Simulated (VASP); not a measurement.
A run of VASP 6.6.1:

Contents of INCAR:

```
SYSTEM = Nb
PREC     = Accurate       ! precision mode
ENCUT    = 500            ! plane-wave cutoff, eV
EDIFF    = 1E-6           ! SCF threshold, eV
ISMEAR   = 0              ! smearing method
SIGMA    = 0.1            ! smearing width, eV
LREAL    = .FALSE.        ! projectors in reciprocal space
LASPH    = .TRUE.         ! aspherical terms in the spheres
NELM     = 120            ! most SCF steps
ALGO     = Normal         ! electronic algorithm
ISIF     = 2              ! what is computed and relaxed
LWAVE    = .FALSE.        ! write WAVECAR
LCHARG   = .TRUE.         ! write CHGCAR
GGA      = CA             ! functional
LELF     = .TRUE.         ! ELF
LVHAR    = .TRUE.       
ISYM     = 0            
NBANDS   = 12             ! bands
GGA_COMPAT= .FALSE.
```

KPOINTS

```
regular mesh
0
G
  13 13 15
  0 0 0
```

POSCAR

```
Nb
1.0
    2.8125642297      0.0000000000      0.0000000000
   -0.9375214099      2.6517109858      0.0000000000
    0.9375214099      1.3258554929      2.2964490772
Nb
1
Direct
    0.0000000000      0.0000000000      0.0000000000
```

Potentials or basis: VASP PAW LDA potentials, release 64 (Nb_sv).

Launch:

```bash
$ cat potpaw_LDA.64/Nb_sv/POTCAR > POTCAR
$ mpirun -np 1 vasp_std > vasp.out
```

Hardware: 1 thread of Intel Xeon 8259CL (shared host).

Q: How long does it take, and how much memory?

A: It took 2.1 min on 1 thread of Intel Xeon 8259CL, on a shared host, peak memory 0.33 GiB. Counts: scf iterations 12, k points 1268.
